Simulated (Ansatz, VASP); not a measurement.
# Two plane-wave programs on Rh

```
Rh
1.0
     0.00000    1.91521    1.91521
     1.91521    0.00000    1.91521
     1.91521    1.91521    0.00000
Rh
1
Direct
  0.00000 0.00000 0.00000
```

Alike in both runs: task relaxation of cell and atoms; functional PBE; k mesh 19 × 19 × 19; occupations fermi-dirac, width 0.05 eV; no spin polarisation.

|  | VASP | Ansatz |
| --- | --- | --- |
| version | VASP 6.6.1 | Ansatz 0.2.0 |
| potentials or method | VASP PAW PBE potentials, release 64 (Rh_pv) | PAW with Ansatz's default frozen-core files, scalar-relativistic |
| plane-wave cutoff (eV) | 600 | 420 |
| valence electrons in the cell | 15 | 17 |

```tsv
	VASP	Ansatz	Ansatz less VASP
relaxed volume (Å³/atom)	14.04	14.05	+0.008
relaxed length of the cell vector where the two differ most in proportion (Å)	2.708	2.709	+0.0005
```

VASP's potentials hold 15 valence electrons a cell and Ansatz's 17, so a difference there can come from the potentials and not from the codes.
